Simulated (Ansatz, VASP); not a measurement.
Au: VASP beside Ansatz

```xyz
1
Lattice="-1.6076 1.6076 1.6821 1.6076 -1.6076 1.6821 1.6076 1.6076 -1.6821" Properties=species:S:1:pos:R:3 pbc="T T T"
Au    0.0000    0.0000    0.0000
```

Change from the starting cell: strain -0.030 along x and y, +0.015 along z, atoms carried along.

Alike in both runs: task single point; functional LDA; k mesh 20 × 20 × 20; occupations gaussian, width 0.15 eV; no spin polarisation.

|  | VASP | Ansatz |
| --- | --- | --- |
| version | VASP 6.6.1 | Ansatz 0.2.0 |
| potentials or method | VASP PAW LDA potentials, release 64 (Au), cutoff 500 eV | scalar-relativistic, plane waves, PAW |
| valence electrons in the cell | 11 | 19 |

```csv
,VASP,Ansatz,Ansatz less VASP
gap on the k mesh at the Fermi level (eV),none,none,-
pressure (GPa),-7.3,-7.8,-0.45
"traceless stress, the component that is largest in VASP (GPa)",0.17,0.15,-0.016
```

LDA's correlation is that of Perdew and Zunger in VASP and of Perdew and Wang (1992) in Ansatz. A gap of «none» marks a metal or a gap that the smearing closes. VASP's potentials hold 11 valence electrons a cell and Ansatz's 19, so a difference there can come from the potentials and not from the codes.

Neither program's run includes spin-orbit coupling.
